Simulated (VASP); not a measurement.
Wanted: the native input for a VASP 6.6.1 run.

* Task: single point
* Functional: r2SCAN
* Potentials or basis: VASP PAW PBE potentials, release 64 (Al, Ga_d, N)
* Cutoff: 520 eV
* k mesh: 8 × 8 × 6
* Occupations: gaussian, width 0.05 eV
* Spin: no spin polarisation
* Dipole correction: no
* Further INCAR settings: ALGO = Normal; EDIFF = 1e-07; NBANDS = 21

The system is AlGaN2.

```
CELL_PARAMETERS angstrom
3.29545 0.00000 0.00000
0.00000 3.29545 0.00000
0.00000 0.00000 4.20124
ATOMIC_POSITIONS crystal
Al 0.50000 0.50000 0.50000
Ga 0.00000 0.00000 0.00000
N 0.50000 0.00000 0.73908
N 0.00000 0.50000 0.26092
```

This cell differs from its parent crystal: strain +0.050 along x and y, -0.050 along z.

One way to write it, as run:

POSCAR

```
AlGaN2
1.0
    3.2954527410      0.0000000000      0.0000000000
    0.0000000000      3.2954527410      0.0000000000
    0.0000000000      0.0000000000      4.2012388912
Al Ga N
1 1 2
Direct
    0.5000000000      0.5000000000      0.5000000000
    0.0000000000      0.0000000000      0.0000000000
    0.5000000000      0.0000000000      0.7390831705
    0.0000000000      0.5000000000      0.2609168295
```

INCAR.step1

```
ALGO = Normal
EDIFF = 1E-4
ENCUT = 520
GGA = PE
ISMEAR = 0
LASPH = T
LCHARG = F
LREAL = F
LWAVE = T
NBANDS = 21
NELM = 100
PREC = Accurate
SIGMA = 0.05
```

INCAR.step2

```
ALGO = Normal
EDIFF = 1E-7
ENCUT = 520
ISIF = 2
ISMEAR = 0
ISTART = 1
LASPH = T
LCHARG = F
LMIXTAU = T
LREAL = F
LWAVE = F
METAGGA = R2SCAN
NBANDS = 21
NELM = 100
PREC = Accurate
SIGMA = 0.05
```

KPOINTS

```
k-points
0
Gamma
  8 8 6
```

Potentials or basis: VASP PAW PBE potentials, release 64 (Al, Ga_d, N).

Launch:

```console
$ cat potpaw_PBE.64/Al/POTCAR potpaw_PBE.64/Ga_d/POTCAR potpaw_PBE.64/N/POTCAR > POTCAR
$ cp INCAR.step1 INCAR
$ mpirun -np 1 vasp_std > vasp.out
$ cp INCAR.step2 INCAR
$ mpirun -np 1 vasp_std > vasp.out
```

Results of the run:

```
Pressure               : -9.1 GPa
Largest force          : 0.221 eV/Å
Band gap on the k mesh : 2.92 eV
```

Caveat: the cell differs from its parent crystal (strain +0.050 along x and y, -0.050 along z); the stress differs along the axes, from -13 to -2 GPa; the PAW data sets were made with another functional, which shifts forces and pressure a little.

Wall time 98 s on 1 thread of Intel(R) Xeon(R) 6975P-C (Granite Rapids), with other jobs on the host, peak memory 0.2 GiB.
